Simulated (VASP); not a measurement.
# Ag (Fm-3m) in VASP: further runs, part 2 of 2

VASP 6.6.1.

## (3) Single point, r2SCAN

POSCAR

```
Ag
1.0
    0.0000000000      2.0519023311      2.0519023311
    2.0519023311      0.0000000000      2.0519023311
    2.0519023311      2.0519023311      0.0000000000
Ag
1
Direct
    0.0000000000      0.0000000000      0.0000000000
```

INCAR.step1

```
SYSTEM = Ag
ALGO = Normal ; EDIFF = 1E-4
ENCUT = 520 ; GGA = PE
ISMEAR = 1 ; LASPH = .TRUE.
LCHARG = .FALSE. ; LREAL = .FALSE.
LWAVE = .TRUE. ; NBANDS = 12
NELM = 80 ; PREC = Accurate
SIGMA = 0.2
```

INCAR.step2

```
SYSTEM = Ag
ALGO = Normal ; EDIFF = 1E-7
ENCUT = 520 ; ISIF = 2
ISMEAR = 1 ; ISTART = 1
LASPH = .TRUE. ; LCHARG = .FALSE.
LMIXTAU = .TRUE. ; LREAL = .FALSE.
LWAVE = .FALSE. ; METAGGA = R2SCAN
NBANDS = 12 ; NELM = 80
PREC = Accurate ; SIGMA = 0.2
```

KPOINTS

```
k-points
0
G
  13 13 13
  0 0 0
```

Potentials or basis: VASP PAW PBE potentials, release 64 (Ag).

Launch:

```console
cat potpaw_PBE.64/Ag/POTCAR > POTCAR
cp INCAR.step1 INCAR
mpirun -np 1 vasp_std > vasp.out
cp INCAR.step2 INCAR
mpirun -np 1 vasp_std > vasp.out
```

OUTCAR:

```text
SYSTEM = Ag
   EDIFF = 1E-7
   ENCUT = 520
   ISIF = 2
   ISMEAR = 1
   ISTART = 1
   LASPH = .TRUE.
   LREAL = .FALSE.
   METAGGA = R2SCAN
   NELM = 80
   PREC = Accurate

 ion  position               nearest neighbor table
   1  0.000  0.000  0.000-

  LATTYP: Found a face centered cubic cell.
 ALAT       =     4.1038046622

  Lattice vectors:

 A1 = (   0.0000000000,   2.0519023311,   2.0519023311)
 A2 = (   2.0519023311,   0.0000000000,   2.0519023311)
 A3 = (   2.0519023311,   2.0519023311,   0.0000000000)

Analysis of symmetry for initial positions (statically):
=====================================================================
 Subroutine PRICEL returns:
 Original cell was already a primitive cell.

 Routine SETGRP: Setting up the symmetry group for a
 face centered cubic supercell.

 Subroutine GETGRP returns: Found 48 space group operations
 (whereof 48 operations were pure point group operations)
 out of a pool of 48 trial point group operations.

The static configuration has the point symmetry O_h .

Analysis of symmetry for dynamics (positions and initial velocities):
[... 160 lines left out ...]
 val. band max:        8.4458497101   @ k =  -0.3077   0.2308   0.0000
 cond. band min:       8.4793558368   @ k =   0.4615   0.3077   0.0000
 fundamental gap:      0.0335061267
 Fermi energy:         8.4502293330

 k-point     1 :       0.0000    0.0000    0.0000
  band No.  band energies     occupation
      1       0.3884      2.00000
      2       3.1531      2.00000
      3       3.1531      2.00000
      4       3.1531      2.00000
      5       4.1727      2.00000
      6       4.1727      2.00000
      7      24.8651      0.00000
      8      28.5156      0.00000
      9      28.5156      0.00000
     10      28.5156      0.00000
     11      33.4473      0.00000
     12      34.4042      0.00000
[... 331 lines left out ...]
 k-point    24 :       0.4615    0.1538    0.0000
  band No.  band energies     occupation
      1       1.9718      2.00000
      2       2.9613      2.00000
      3       3.5182      2.00000
      4       3.7994      2.00000
      5       4.9935      2.00000
      6       7.8765      2.00038
      7      14.0737      0.00000
      8      22.9835      0.00000
      9      24.1872      0.00000
     10      25.3475      0.00000
     11      33.8698      0.00000
     12      33.9008      0.00000

 [... further k-points ...]
[... 5 lines left out ...]
  --------------------------------------------------------------------------------------
  -------------------------------------------------------------------------------------
  Total        0.0012664      0.0012664      0.0012664     -0.0000000      0.0000000     -0.0000000
  in kB        0.1174294      0.1174294      0.1174294     -0.0000000      0.0000000     -0.0000000
  external PRESSURE =       0.1174294 kB  Pullay stress =       0.0000000 kB

 VOLUME and BASIS-vectors are now :
 -----------------------------------------------------------------------------
  energy-cutoff  :      520.00
  volume of cell :       17.28
      direct lattice vectors                 reciprocal lattice vectors
     0.000000000  2.051902331  2.051902331    -0.243676316  0.243676316  0.243676316
     2.051902331  0.000000000  2.051902331     0.243676316 -0.243676316  0.243676316
     2.051902331  2.051902331  0.000000000     0.243676316  0.243676316 -0.243676316

 POSITION                                       TOTAL-FORCE (eV/Angst)
 -----------------------------------------------------------------------------------
      0.00000      0.00000      0.00000         0.000000      0.000000      0.000000
 -----------------------------------------------------------------------------------
    total drift:                               -0.000000      0.000000      0.000000

  FREE ENERGIE OF THE ION-ELECTRON SYSTEM (eV)
  ---------------------------------------------------
  free  energy   TOTEN  =       -21.3550214937 eV

  energy  without entropy=      -21.3539485204  energy(sigma->0) =      -21.35466384
```

OUTCAR.step1:

```text
SYSTEM = Ag
   EDIFF = 1E-4
   ENCUT = 520
   GGA = PE
   ISMEAR = 1
   LASPH = .TRUE.
[... 578 lines left out ...]
 -----------------------------------------------------------------------------------
      0.00000      0.00000      0.00000        -0.000000     -0.000000     -0.000000
 -----------------------------------------------------------------------------------
    total drift:                               -0.000000     -0.000000     -0.000000

  FREE ENERGIE OF THE ION-ELECTRON SYSTEM (eV)
  ---------------------------------------------------
  free  energy   TOTEN  =        -2.7107783721 eV

  energy  without entropy=       -2.7102548913  energy(sigma->0) =       -2.71060388
```

OSZICAR.step1:

```text
N       E                     dE             d eps       ncg     rms          rms(c)
DAV:   1     0.534383354528E+02    0.53438E+02   -0.55609E+03  2032   0.829E+02
DAV:   2    -0.210800026912E+01   -0.55546E+02   -0.52457E+02  2352   0.197E+02
DAV:   3    -0.296294701019E+01   -0.85495E+00   -0.85415E+00  2360   0.256E+01
DAV:   4    -0.296559314882E+01   -0.26461E-02   -0.26460E-02  2344   0.151E+00
DAV:   5    -0.296561432376E+01   -0.21175E-04   -0.21175E-04  2360   0.122E-01    0.504E+00
DAV:   6    -0.272145832323E+01    0.24416E+00   -0.96106E-01  2220   0.877E+00    0.327E+00
DAV:   7    -0.271359289628E+01    0.78654E-02   -0.99989E-03  2332   0.943E-01    0.186E+00
DAV:   8    -0.271077283602E+01    0.28201E-02   -0.69994E-04  2276   0.200E-01    0.951E-02
DAV:   9    -0.271077837213E+01   -0.55361E-05   -0.67931E-06  1276   0.200E-02
   1 F= -.27107784E+01 E0= -.27106039E+01  d E =-.523481E-03
```

It took 3 min on 1 thread of AMD EPYC, shared host; peak memory 0.12 GiB.

What came out:

```yaml
Free_energy: -21.3550 eV
Pressure: 0.0 GPa
```

Caveat: the PAW data sets were made with another functional, which shifts forces and pressure a little.

## (4) Single point, r2SCAN

POSCAR is that of step 3.

INCAR.step1

```
SYSTEM = Ag
PREC = Accurate ; ENCUT = 520
ISMEAR = -1 ; SIGMA = 0.1
LREAL = .False. ; LASPH = .True.
NELM = 100 ; NBANDS = 12
GGA = PE ; ALGO = Normal
EDIFF = 1E-4 ; LWAVE = .True.
LCHARG = .False.
```

INCAR.step2

```
SYSTEM = Ag
PREC = Accurate ; ENCUT = 520
EDIFF = 1E-6 ; ISMEAR = -1
SIGMA = 0.1 ; LREAL = .False.
LASPH = .True. ; NELM = 100
ALGO = Normal ; ISIF = 2
LWAVE = .False. ; LCHARG = .True.
METAGGA = R2SCAN ; LMIXTAU = .True.
LELF = .True. ; LVHAR = .True.
NBANDS = 12 ; ISTART = 1
```

KPOINTS

```
regular mesh
0
Gamma
  14 14 14
  0 0 0
```

Potentials or basis: VASP PAW PBE potentials, release 64 (Ag).

Launch:

```console
cat potpaw_PBE.64/Ag/POTCAR > POTCAR
cp INCAR.step1 INCAR
mpirun -np 1 vasp_std > vasp.out
cp INCAR.step2 INCAR
mpirun -np 1 vasp_std > vasp.out
```

OUTCAR:

```text
SYSTEM = Ag
   PREC = Accurate
   ENCUT = 520
   EDIFF = 1E-6
   ISMEAR = -1
   LREAL = .False.
   LASPH = .True.
   NELM = 100
   ISIF = 2
   METAGGA = R2SCAN
   ISTART = 1

 ion  position               nearest neighbor table
   1  0.000  0.000  0.000-

  LATTYP: Found a face centered cubic cell.
 ALAT       =     4.1038046622

  Lattice vectors:

 A1 = (   0.0000000000,   2.0519023311,   2.0519023311)
 A2 = (   2.0519023311,   0.0000000000,   2.0519023311)
 A3 = (   2.0519023311,   2.0519023311,   0.0000000000)
[... 529 lines left out ...]
      3       3.3927      2.00000
      4       3.6516      2.00000
      5       4.5663      2.00000
      6       4.5781      2.00000
      7      20.5799      0.00000
      8      24.8618      0.00000
      9      25.1029      0.00000
     10      27.2331      0.00000
     11      30.6145      0.00000
     12      34.1651      0.00000

 [... further k-points ...]
[... 5 lines left out ...]
  --------------------------------------------------------------------------------------
  -------------------------------------------------------------------------------------
  Total        0.0243741      0.0243741      0.0243741      0.0000000      0.0000000      0.0000000
  in kB        2.2601577      2.2601577      2.2601577      0.0000000      0.0000000      0.0000000
  external PRESSURE =       2.2601577 kB  Pullay stress =       0.0000000 kB

 VOLUME and BASIS-vectors are now :
 -----------------------------------------------------------------------------
  energy-cutoff  :      520.00
  volume of cell :       17.28
      direct lattice vectors                 reciprocal lattice vectors
     0.000000000  2.051902331  2.051902331    -0.243676316  0.243676316  0.243676316
     2.051902331  0.000000000  2.051902331     0.243676316 -0.243676316  0.243676316
     2.051902331  2.051902331  0.000000000     0.243676316  0.243676316 -0.243676316

 POSITION                                       TOTAL-FORCE (eV/Angst)
 -----------------------------------------------------------------------------------
      0.00000      0.00000      0.00000        -0.000000      0.000000     -0.000000
 -----------------------------------------------------------------------------------
    total drift:                               -0.000000     -0.000000      0.000000

  FREE ENERGIE OF THE ION-ELECTRON SYSTEM (eV)
  ---------------------------------------------------
  free  energy   TOTEN  =       -21.3615089072 eV

  energy  without entropy=      -21.3525353036  energy(sigma->0) =      -21.35702211
```

Wall time 3.1 min (1 thread of AMD EPYC, shared host); peak memory 0.13 GiB.

What came out:

```
Free energy : -21.3615 eV
Pressure    : 0.2 GPa
```

Caveat: the PAW data sets were made with another functional, which shifts forces and pressure a little.

## (5) The runs side by side

```csv
k mesh,smearing,gap on the mesh (eV),pressure (GPa)
13 × 13 × 13,methfessel-paxton 0.1 eV,none,-0.1
13 × 13 × 13,methfessel-paxton 0.2 eV,none,0.0
14 × 14 × 14,fermi-dirac 0.1 eV,none,0.2
```

Alike in all rows: task single point; level r2SCAN; potentials or basis VASP PAW PBE potentials, release 64 (Ag); no spin polarisation; cell as given; cutoff (eV) 520.

Every run on the cell as given and a fine mesh finds a metal.

Caveats: the PAW data sets were made with another functional, which shifts forces and pressure a little.

Total energies depend on the potentials used, so only differences within one code and one set of settings carry meaning.
